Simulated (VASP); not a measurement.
## TiC: single point with PBEsol

Crystal: TiC.

```xyz
2
Lattice="0.0000 2.1640 2.1640 2.1640 0.0000 2.1640 2.1640 2.1640 0.0000" Properties=species:S:1:pos:R:3 pbc="T T T"
Ti    0.0000    0.0000    0.0000
C     2.1640    2.2515    2.1640
```

This cell differs from its parent crystal: all C atoms moved +0.087 Å, as atom 2 along Cartesian [0 1 0].

```yaml
Program: VASP 6.6.1
Task: single point
Functional: PBEsol
Potentials_or_basis: VASP PAW PBE potentials, release 64 (Ti_sv, C)
Cutoff: 520 eV
k_mesh: 18 × 18 × 18
Occupations: gaussian, width 0.15 eV
Spin: no spin polarisation
```

- Pressure: -5.0 GPa
- Largest force: 0.804 eV/Å
- Band gap on the k mesh: zero (band 8 reaches 9.99 eV, above the bottom of band 9 at 8.89 eV)

Forces in eV/Å, atoms in the order of the input:
```
Ti   0.000  0.804  0.000
C    0.000 -0.804  0.000
```

Stress tensor (GPa, compression positive):
```
-5.69  0.00  0.00
 0.00 -3.60  0.00
 0.00  0.00 -5.69
```

Levels at points of the mesh, in eV from the Fermi level:
```
           k point  band 4  band 5  band 6  band 7  band 8  band 9  band 10  band 11  band 12  band 13
(0.00, 0.00, 0.00)  -32.47  -12.40    0.41    0.41    0.64    0.96     1.71     1.93     1.93     2.50
(0.50, 0.00, 0.00)  -32.52   -8.87   -5.90   -2.92   -2.91    2.89     2.91     4.10     7.62     8.16
(0.50, 0.50, 0.00)  -32.64  -10.08   -3.47   -1.89   -0.10    0.17     2.81     3.51     3.51     5.86
(0.50, 0.00, 0.50)  -32.65  -10.08   -3.44   -1.71   -0.05   -0.05     2.72     3.51     3.51     5.79
```

It took 44 s on 1 thread of Intel(R) Xeon(R) 6975P-C (Granite Rapids), on a shared host, peak memory 0.26 GiB.

Caveat: the cell differs from its parent crystal (all C atoms moved +0.087 Å, as atom 2 along Cartesian [0 1 0]); the PAW data sets were made with another functional, which shifts forces and pressure a little.
